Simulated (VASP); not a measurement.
Here is a VASP 6.6.1 calculation.

File POSCAR:

```
BaO
1.0
    0.0000000000      2.7959003040      2.7959003040
    2.7959003040      0.0000000000      2.7959003040
    2.7959003040      2.7959003040      0.0000000000
Ba O
1 1
Direct
    0.0000000000      0.0000000000      0.0000000000
    0.5000000000      0.5000000000      0.5000000000
```

Contents of INCAR.step1:

```
PREC = Accurate ; ENCUT = 660
ISMEAR = -1 ; SIGMA = 0.1
LREAL = F ; LASPH = T
NELM = 120 ; NBANDS = 15
GGA = PE ; ALGO = Normal
EDIFF = 1E-5 ; LWAVE = T
LCHARG = F ; GGA_COMPAT = F
```

File INCAR.step2:

```
PREC = Accurate ; ENCUT = 660
EDIFF = 1E-6 ; ISMEAR = -1
SIGMA = 0.1 ; LREAL = F
LASPH = T ; NELM = 120
ALGO = Normal ; ISIF = 2
LWAVE = F ; LCHARG = F
METAGGA = R2SCAN ; LMIXTAU = T
NBANDS = 15 ; ISTART = 1
GGA_COMPAT = F
```

KPOINTS

```
Automatic mesh
0
Gamma
  11 11 11
```

Potentials or basis: VASP PAW PBE potentials, release 64 (Ba_sv, O).

Command:

```sh
$ cat potpaw_PBE.64/Ba_sv/POTCAR potpaw_PBE.64/O/POTCAR > POTCAR
$ cp INCAR.step1 INCAR
$ mpirun -np 1 vasp_std > vasp.out
$ cp INCAR.step2 INCAR
$ mpirun -np 1 vasp_std > vasp.out
```

Question: Estimate the band gap on the k mesh.

Answer: 2.46 eV (least direct gap 2.53 eV).

Question: Estimate the pressure.

Answer: -0.4 GPa.

Caveat: the PAW data sets were made with another functional, which shifts forces and pressure a little; spin-orbit coupling is left out, which moves the levels of the heavy elements; an odd mesh through Γ misses points on the zone boundary, where band edges can lie.
